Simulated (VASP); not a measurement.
# ZrPdSe4 (F-43m) in VASP: further runs

The runs below take ZrPdSe4 through single point, relaxation of cell and atoms, with PBE.

Everything below comes from runs of VASP 6.6.1. Logs are shortened: lines on timing, memory, paths and dates and some standing lists are left out, and cuts for length are marked.

## (1) The cell of the first run

It takes space group F-43m (No. 216, cubic). Conventional cell: a = 7.902 Å, b = 7.902 Å, c = 7.902 Å, α = 90.00°, β = 90.00°, γ = 90.00°. Zr (site symmetry -43m) has 12 Se at 3.28 Å and 4 Pd at 3.42 Å within 4.3 Å. Pd (site symmetry -43m) has 12 Se at 3.28 Å and 4 Zr at 3.42 Å within 4.3 Å. Within 3.7 Å of Se (site symmetry 3m) lie 6 Se at 2.79 to 2.80 Å and 3 Zr at 3.28 Å and 3 Pd at 3.28 Å.

The cell was generated, and may not be a known phase.

## (2) Single point, PBE

INCAR

```
SYSTEM = ZrPdSe4
PREC = Accurate
ENCUT = 520
EDIFF = 1E-6
ISMEAR = 0
SIGMA = 0.1
LREAL = .False.
LASPH = .True.
NELM = 100
ALGO = Normal
ISIF = 2
LWAVE = .False.
LCHARG = .True.
GGA = PE
LELF = .True.
LVHAR = .True.
NBANDS = 32
```

KPOINTS

```
Automatic mesh
0
Gamma
  4 4 4
  0 0 0
```

POSCAR

```
ZrPdSe4
1.0
    0.0000000000      3.9508377311      3.9508377311
    3.9508377311      0.0000000000      3.9508377311
    3.9508377311      3.9508377311      0.0000000000
Zr Pd Se
1 1 4
Direct
    0.7500000000      0.7500000000      0.7500000000
    0.0000000000      0.0000000000      0.0000000000
    0.3751434140      0.3751434140      0.8745697579
    0.8745697579      0.3751434140      0.3751434140
    0.3751434140      0.3751434140      0.3751434140
    0.3751434140      0.8745697579      0.3751434140
```

Potentials or basis: VASP PAW PBE potentials, release 64 (Zr_sv, Pd, Se).

The run is started by

```sh
cat potpaw_PBE.64/Zr_sv/POTCAR potpaw_PBE.64/Pd/POTCAR potpaw_PBE.64/Se/POTCAR > POTCAR
mpirun -np 1 vasp_std > vasp.out
```

OUTCAR:

```text
SYSTEM = ZrPdSe4
   PREC = Accurate
   ENCUT = 520
   EDIFF = 1E-6
   ISMEAR = 0
   LREAL = .False.
   LASPH = .True.
   NELM = 100
   ISIF = 2
   GGA = PE

 ion  position               nearest neighbor table
   1  0.750  0.750  0.750-   3 3.28   6 3.28   3 3.28   4 3.28   4 3.28   6 3.28   5 3.28   5 3.28
                             5 3.28   3 3.28   4 3.28   6 3.28   2 3.42   2 3.42   2 3.42   2 3.42
   2  0.000  0.000  0.000-   1 3.42   1 3.42   1 3.42   1 3.42
   3  0.375  0.375  0.875-   4 2.79   5 2.79   6 2.79   1 3.28   1 3.28   1 3.28
   4  0.875  0.375  0.375-   3 2.79   5 2.79   6 2.79   1 3.28   1 3.28   1 3.28
   5  0.375  0.375  0.375-   3 2.79   4 2.79   6 2.79   1 3.28   1 3.28   1 3.28
   6  0.375  0.875  0.375-   3 2.79   4 2.79   5 2.79   1 3.28   1 3.28   1 3.28

  LATTYP: Found a face centered cubic cell.
 ALAT       =     7.9016754622

  Lattice vectors:

 A1 = (   0.0000000000,   3.9508377311,   3.9508377311)
 A2 = (   3.9508377311,   0.0000000000,   3.9508377311)
 A3 = (   3.9508377311,   3.9508377311,   0.0000000000)

Analysis of symmetry for initial positions (statically):
=====================================================================
 Subroutine PRICEL returns:
 Original cell was already a primitive cell.

 Routine SETGRP: Setting up the symmetry group for a
 face centered cubic supercell.

 Subroutine GETGRP returns: Found 24 space group operations
 (whereof 24 operations were pure point group operations)
 out of a pool of 48 trial point group operations.

The static configuration has the point symmetry T_d .

Analysis of symmetry for dynamics (positions and initial velocities):
=====================================================================
 Subroutine PRICEL returns:
 Original cell was already a primitive cell.

 Routine SETGRP: Setting up the symmetry group for a
 face centered cubic supercell.

 Subroutine GETGRP returns: Found 24 space group operations
 (whereof 24 operations were pure point group operations)
 out of a pool of 48 trial point group operations.

The dynamic configuration has the point symmetry T_d .

 Subroutine INISYM returns: Found 24 space group operations
 (whereof 24 operations are pure point group operations),
 and found     1 'primitive' translations

----------------------------------------------------------------------------------------

                                     Primitive cell
[... 84 lines left out ...]
   EDIFFG = 0.1E-04   stopping-criterion for IOM
   NSW    =      0    number of steps for IOM
   IBRION =     -1    ionic relax: 0-MD 1-quasi-New 2-CG
   NFREE  =      0    steps in history (QN), initial steepest desc. (CG)
   ISIF   =      2    stress and relaxation
   ISYM   =      2    0-nonsym 1-usesym 2-fastsym
   POTIM  = 0.5000    time-step for ionic-motion
   TEBEG  =    0.0;   TEEND  =   0.0 temperature during run
   PSTRESS=    0.0 pullay stress
   NELECT =      46.0000    total number of electrons
   NUPDOWN=      -1.0000    fix difference up-down
   EMIN   =  10.00;   EMAX   =-10.00  energy-range for DOS
   EFERMI =   0.00;   METHOD = LEGACY
   ISMEAR =     0;   SIGMA  =   0.10  broadening in eV -4-tet -1-fermi 0-gaus
   EFERMI_NEDOS =   21; number of points for ismear=-14 and -15
   IALGO  =     38    algorithm
   IMIX   =      4    mixing-type and parameters
     AMIX     =   0.40;   BMIX     =  1.00
     AMIX_MAG =   1.60;   BMIX_MAG =  1.00
  volume/ion in A,a.u.               =      20.56       138.72
  Fermi-wavevector in a.u.,A,eV,Ry     =   1.178406  2.226864 18.893601  1.388641
  Thomas-Fermi vector in A             =   2.314735
   LORBIT       =      0    0 simple, 1 ext, 2 COOP (PROOUT), +10 PAW based schemes
   GGA     = PE    functional components
   LHFCALC =     F    Hartree Fock is set to
   AEXX    =    0.0000 exact exchange contribution
   IVDW    =     0    specifies the selected vdW correction
   LEPSILON=     F    determine dielectric tensor
   LRPA    =     F    only Hartree local field effects (RPA)
 non-spin polarized calculation
 Gauss-broadening in eV      SIGMA  =   0.10
  energy-cutoff  :      520.00
  volume of cell :      123.34
 maximum number of plane-waves:      3341
 NGX is ok and might be reduce to    42
   NGX = 21   NGY = 21   NGZ = 21

 number of electron      45.9999994 magnetization

 Free energy of the ion-electron system (eV)
  ---------------------------------------------------
  ext. energy  EPLUGINS =         0.00000000
  ---------------------------------------------------
  free energy    TOTEN  =       -24.92805175 eV

  energy without entropy =      -24.87527155  energy(sigma->0) =      -24.90166165

 E-fermi :   7.0990     XC(G=0): -10.8020

 val. band max:        7.0611931234   @ k =   0.2500   0.0000   0.0000
 cond. band min:       7.1318077494   @ k =  -0.2500   0.5000   0.2500
 fundamental gap:      0.0706146259
 Fermi energy:         7.0990161081

 k-point     1 :       0.0000    0.0000    0.0000
  band No.  band energies     occupation
      1     -43.4154      2.00000
      2     -21.3545      2.00000
      3     -21.3545      2.00000
      4     -21.3545      2.00000
      5      -9.5816      2.00000
      6      -5.4660      2.00000
[... 269 lines left out ...]
     31      10.7113      0.00000
     32      10.8056      0.00000

------------------------ aborting loop because EDIFF is reached ----------------------------------------

  FORCE on cell =-STRESS in cart. coord.  units (eV):
  Direction    XX          YY          ZZ          XY          YZ          ZX
  --------------------------------------------------------------------------------------
  -------------------------------------------------------------------------------------
  Total       -0.0016093     -0.0016093     -0.0016093      0.0000000     -0.0000000      0.0000000
  in kB       -0.0209050     -0.0209050     -0.0209050      0.0000000     -0.0000000      0.0000000
  external PRESSURE =      -0.0209050 kB  Pullay stress =       0.0000000 kB

 VOLUME and BASIS-vectors are now :
 -----------------------------------------------------------------------------
  energy-cutoff  :      520.00
  volume of cell :      123.34
      direct lattice vectors                 reciprocal lattice vectors
     0.000000000  3.950837731  3.950837731    -0.126555438  0.126555438  0.126555438
     3.950837731  0.000000000  3.950837731     0.126555438 -0.126555438  0.126555438
     3.950837731  3.950837731  0.000000000     0.126555438  0.126555438 -0.126555438

 POSITION                                       TOTAL-FORCE (eV/Angst)
 -----------------------------------------------------------------------------------
      5.92626      5.92626      5.92626         0.000000      0.000000      0.000000
      0.00000      0.00000      0.00000         0.000000      0.000000      0.000000
      4.93741      4.93741      2.96426        -0.001102     -0.001102      0.001102
      2.96426      4.93741      4.93741         0.001102     -0.001102     -0.001102
      2.96426      2.96426      2.96426         0.001102      0.001102      0.001102
      4.93741      2.96426      4.93741        -0.001102      0.001102     -0.001102
 -----------------------------------------------------------------------------------
    total drift:                                0.000000      0.000000      0.000000

  FREE ENERGIE OF THE ION-ELECTRON SYSTEM (eV)
  ---------------------------------------------------
  free  energy   TOTEN  =       -24.9280517529 eV

  energy  without entropy=      -24.8752715499  energy(sigma->0) =      -24.90166165
```

OSZICAR:

```text
N       E                     dE             d eps       ncg     rms          rms(c)
DAV:   1     0.302988911299E+03    0.30299E+03   -0.21158E+04   512   0.131E+03
DAV:   2    -0.297475656289E+01   -0.30596E+03   -0.29037E+03   600   0.290E+02
DAV:   3    -0.262752519665E+02   -0.23300E+02   -0.22360E+02   792   0.714E+01
DAV:   4    -0.271189495833E+02   -0.84370E+00   -0.83632E+00   672   0.119E+01
DAV:   5    -0.271493908470E+02   -0.30441E-01   -0.30433E-01   712   0.158E+00    0.123E+01
DAV:   6    -0.259627345156E+02    0.11867E+01   -0.75298E+00   624   0.140E+01    0.966E+00
DAV:   7    -0.252725845046E+02    0.69015E+00   -0.98280E+00   672   0.134E+01    0.559E+00
DAV:   8    -0.249429217956E+02    0.32966E+00   -0.87205E-01   568   0.597E+00    0.224E+00
DAV:   9    -0.249635616905E+02   -0.20640E-01   -0.28196E-01   640   0.222E+00    0.137E+00
DAV:  10    -0.249282612638E+02    0.35300E-01   -0.87409E-02   616   0.127E+00    0.308E-01
DAV:  11    -0.249284201520E+02   -0.15889E-03   -0.79060E-03   592   0.460E-01    0.171E-01
DAV:  12    -0.249280510250E+02    0.36913E-03   -0.17942E-03   568   0.258E-01    0.339E-02
DAV:  13    -0.249280894702E+02   -0.38445E-04   -0.12486E-04   664   0.532E-02    0.398E-02
DAV:  14    -0.249280553043E+02    0.34166E-04   -0.13367E-04   688   0.569E-02    0.131E-02
DAV:  15    -0.249280515833E+02    0.37210E-05   -0.11540E-05   632   0.150E-02    0.328E-03
DAV:  16    -0.249280517529E+02   -0.16965E-06   -0.37659E-07   336   0.303E-03
   1 F= -.24928052E+02 E0= -.24901662E+02  d E =-.527802E-01
```

stdout:

```text
POSCAR found type information on POSCAR ZrPdSe
 POSCAR found :  3 types and       6 ions
 scaLAPACK will be used
 LDA part: xc-table for (Slater+PW92), standard interpolation
 POSCAR, INCAR and KPOINTS ok, starting setup
 FFT: planning ... GRIDC
 FFT: planning ... GRID_SOFT
 FFT: planning ... GRID
 WAVECAR not read
 entering main loop
```

Wall time 63 s (1 thread of Intel Xeon Platinum 8375C at 2.90GHz (Ice Lake), shared host); peak memory 0.26 GiB.

What came out:

```yaml
Free_energy: -24.9281 eV
Pressure: 0.0 GPa
Band_gap_on_the_k_mesh: zero (bands 23 and 24 overlap by 1.04 eV)
```

Levels at points of the mesh, in eV from the Fermi level:
```tsv
k point	band 21	band 22	band 23	band 24	band 25	band 26
(0.00, 0.00, 0.00)	0.90	0.90	0.90	1.19	1.19	1.19
(0.50, 0.00, 0.00)	-1.06	-1.06	-0.56	0.60	0.60	1.28
(0.50, 0.50, 0.00)	-1.54	-1.43	-0.52	0.56	0.58	0.58
```

## (3) Single point, PBE

This run uses another cell than the first one, of 22.90 Å³/atom.

INCAR

```
SYSTEM = ZrPdSe4
PREC     = Accurate       ! precision mode
ENCUT    = 520            ! plane-wave cutoff, eV
EDIFF    = 1E-7           ! SCF threshold, eV
ISMEAR   = 0              ! smearing method
SIGMA    = 0.1            ! smearing width, eV
LREAL    = .FALSE.        ! projectors in reciprocal space
LASPH    = .TRUE.         ! aspherical terms in the spheres
NELM     = 80             ! most SCF steps
ALGO     = Normal         ! electronic algorithm
ISIF     = 2              ! what is computed and relaxed
LWAVE    = .FALSE.        ! write WAVECAR
LCHARG   = .TRUE.         ! write CHGCAR
GGA      = PE             ! functional
LELF     = .TRUE.         ! ELF
LVHAR    = .TRUE.       
NBANDS   = 32             ! bands
```

KPOINTS

```
Automatic mesh
0
G
  4 4 4
  0 0 0
```

POSCAR

```
ZrPdSe4
1.0
    0.0000000000      4.0955266100      4.0955266100
    4.0955266100      0.0000000000      4.0955266100
    4.0955266100      4.0955266100      0.0000000000
Zr Pd Se
1 1 4
Direct
    0.7500000000      0.7500000000      0.7500000000
    0.0000000000      0.0000000000      0.0000000000
    0.3747620000      0.3747620000      0.8757140000
    0.8757140000      0.3747620000      0.3747620000
    0.3747620000      0.3747620000      0.3747620000
    0.3747620000      0.8757140000      0.3747620000
```

Potentials or basis: VASP PAW PBE potentials, release 64 (Zr_sv, Pd, Se).

The run is started by

```sh
cat potpaw_PBE.64/Zr_sv/POTCAR potpaw_PBE.64/Pd/POTCAR potpaw_PBE.64/Se/POTCAR > POTCAR
mpirun -np 1 vasp_std > vasp.out
```

It took 84 s on 1 thread of Intel Xeon Platinum 8375C at 2.90GHz (Ice Lake), shared host; peak memory 0.33 GiB.

The run converged. Its results:

| Item | Value |
| --- | --- |
| Free energy | -24.6385 eV |
| Pressure | -6.0 GPa |
| Largest force | 0.115 eV/Å |
| Band gap on the k mesh | zero (bands 23 and 24 overlap by 0.87 eV) |

Forces in eV/Å, atoms in the order of the input:
```
Zr   0.000  0.000  0.000
Pd   0.000  0.000  0.000
Se  -0.066 -0.066  0.066
Se   0.066 -0.066 -0.066
Se   0.066  0.066  0.066
Se  -0.066  0.066 -0.066
```

Levels at points of the mesh, in eV from the Fermi level:
```tsv
k point	band 19	band 20	band 21	band 22	band 23	band 24	band 25	band 26	band 27	band 28
(0.00, 0.00, 0.00)	-0.92	-0.92	0.76	0.76	0.76	0.96	0.96	0.96	1.53	1.53
(0.50, 0.00, 0.00)	-1.24	-1.24	-0.93	-0.93	-0.42	0.50	0.50	1.02	1.31	1.31
(0.50, 0.50, 0.00)	-1.57	-1.57	-1.34	-1.24	-0.46	0.42	0.50	0.50	0.71	1.74
```

Caveat: the cell stands under tension.

## (4) Relaxation of cell and atoms, PBE

This run uses another cell than the first one, of 22.90 Å³/atom.

INCAR

```
SYSTEM = ZrPdSe4
ALGO = Normal ; EDIFF = 1E-6
EDIFFG = -0.04 ; ENCUT = 600
GGA = PE ; IBRION = 2
ISIF = 3 ; ISMEAR = 0
LASPH = .True. ; LCHARG = .False.
LREAL = .False. ; LWAVE = .False.
NELM = 60 ; NSW = 90
PREC = Accurate ; SIGMA = 0.1
```

KPOINTS

```
k-points
0
Gamma
  4 4 4
  0 0 0
```

POSCAR is that of step 3.

The run is started by

```sh
cat potpaw_PBE.64/Zr_sv/POTCAR potpaw_PBE.64/Pd/POTCAR potpaw_PBE.64/Se/POTCAR > POTCAR
mpirun -np 1 vasp_std > vasp.out
```

Run time: 2.7 min. Hardware: 1 thread of Intel Xeon Platinum 8375C at 2.90GHz (Ice Lake), shared host; peak memory 0.36 GiB.

It converged, with:

| Item | Value |
| --- | --- |
| Free energy | -24.9289 eV |
| Relaxed volume | 20.55 Å³/atom |
| Relaxed cell | a = 5.587 Å, b = 5.587 Å, c = 5.587 Å, α = 60.00°, β = 60.00°, γ = 60.00° |
| Space group after relaxing (to 0.1 Å) | F-43m (No. 216) |
| Energy gained by relaxing | 48.5 meV/atom |
| Ionic steps | 3 |
| Pressure after relaxing | 0.0 GPa |
| Largest force after relaxing | 0.017 eV/Å |
| Band gap on the k mesh | zero (bands 23 and 24 overlap by 1.04 eV) |

Forces in eV/Å, atoms in the order of the input:
```
Zr   0.000  0.000  0.000
Pd   0.000  0.000  0.000
Se  -0.010 -0.010  0.010
Se   0.010 -0.010 -0.010
Se   0.010  0.010  0.010
Se  -0.010  0.010 -0.010
```

Step by step:
| step | energy change (eV) | largest force (eV/Å) | pressure (GPa) | volume (Å³) |
| --- | --- | --- | --- | --- |
| 1 | 0.0000 | 0.1147 | -6.03 | 137.39 |
| 2 | -0.2806 | 0.0078 | 1.43 | 120.96 |
| 3 | -0.2912 | 0.0172 | 0.03 | 123.32 |

Final structure:
```
CELL_PARAMETERS angstrom
0.00000 3.95061 3.95061
3.95061 0.00000 3.95061
3.95061 3.95061 0.00000
ATOMIC_POSITIONS crystal
Zr 0.75000 0.75000 0.75000
Pd 0.00000 0.00000 0.00000
Se 0.37509 0.37509 0.87473
Se 0.87473 0.37509 0.37509
Se 0.37509 0.37509 0.37509
Se 0.37509 0.87473 0.37509
```

Levels at points of the mesh, in eV from the Fermi level:
| k point | band 19 | band 20 | band 21 | band 22 | band 23 | band 24 | band 25 | band 26 | band 27 |
| --- | --- | --- | --- | --- | --- | --- | --- | --- | --- |
| (0.00, 0.00, 0.00) | -1.08 | -1.08 | 0.90 | 0.90 | 0.90 | 1.19 | 1.19 | 1.19 | 1.86 |
| (0.50, 0.00, 0.00) | -1.49 | -1.49 | -1.07 | -1.07 | -0.57 | 0.60 | 0.60 | 1.28 | 1.55 |
| (0.50, 0.50, 0.00) | -1.85 | -1.85 | -1.54 | -1.43 | -0.51 | 0.56 | 0.58 | 0.58 | 0.92 |

## (5) Overview

```csv
task,cell,cutoff (eV),gap on the mesh (eV),pressure (GPa),largest force (eV/Å)
single point,"a = 5.587 Å, angles 60.0°, 6 atoms, atomic positions A",520,none,0.0,-
single point,"a = 5.792 Å, angles 60.0°, 6 atoms, atomic positions B",520,none,-6.0,0.11
relaxation of cell and atoms,"relaxed from a = 5.792 Å, angles 60.0°, 6 atoms, atomic positions B",600,none,0.0,0.02
```

Alike in all rows: level PBE; potentials or basis VASP PAW PBE potentials, release 64 (Zr_sv, Pd, Se); no spin polarisation; k mesh 4 × 4 × 4; smearing gaussian 0.1 eV.

Caveats: the cell stands under tension (at least some runs).

Total energies depend on the potentials used, so only differences within one code and one set of settings carry meaning.

The gap in the log of VASP goes by the Fermi energy; the results here count the filled bands.